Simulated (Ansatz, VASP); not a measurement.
# Au in VASP and in Ansatz

INCAR

```
SYSTEM = Au
ALGO = Normal ; EDIFF = 1E-6
EDIFFG = -0.005 ; ENCUT = 600
GGA = PE ; IBRION = 2
ISIF = 3 ; ISMEAR = -1
LASPH = .True. ; LCHARG = .False.
LREAL = .False. ; LWAVE = .False.
NELM = 100 ; NSW = 45
PREC = Accurate ; SIGMA = 0.05
```

The input KPOINTS:

```
k-points
0
Gamma
  16 16 9
  0 0 0
```

POSCAR

```
Au
1.0
    2.9280809877      0.0000000000      0.0000000000
   -1.4640404938      2.5357925197      0.0000000000
    0.0000000000      0.0000000000      4.8506766355
Au
2
Direct
    0.3333333333      0.6666666667      0.2500000000
    0.6666666667      0.3333333333      0.7500000000
```

Input for Ansatz:

```yaml
crystal:
  lattice:
    - [2.9280809877, 0.0, 0.0]
    - [-1.4640404938, 2.5357925197, 0.0]
    - [0.0, 0.0, 4.8506766355]
  atoms:
    - { symbol: Au, position: [0.3333333333, 0.6666666667, 0.25] }
    - { symbol: Au, position: [0.6666666667, 0.3333333333, 0.75] }
kpoints:
  mp_grid: { grid: [16, 16, 9] }
scf:
  occupations: { method: fermi_dirac, width: 0.05 }
hamiltonian:
  xc: pbe
  pseudopotentials: { kind: all_electron, lapw: { basis_error: 0.0005 } }
output:
  forces: true
  stress: true
  eigenvalues: true
  populations: true
relax:
  f_tol: 0.005
  max_steps: 25
  cell: {}
```

Alike in both runs: task relaxation of cell and atoms; functional PBE; k mesh 16 × 16 × 9; occupations fermi-dirac, width 0.05 eV; no spin polarisation.

|  | VASP | Ansatz |
| --- | --- | --- |
| version | VASP 6.6.1 | Ansatz 0.2.0 |
| potentials or method | VASP PAW PBE potentials, release 64 (Au), cutoff 600 eV | all-electron LAPW, scalar-relativistic |

```tsv
	VASP	Ansatz	Ansatz less VASP
relaxed volume (Å³/atom)	17.99	18.01	+0.017
relaxed length of the cell vector where the two differ most in proportion (Å)	2.927	2.928	+0.0009
```

Ansatz ran all-electron here, and VASP with PAW potentials.

Spin-orbit coupling is off throughout.
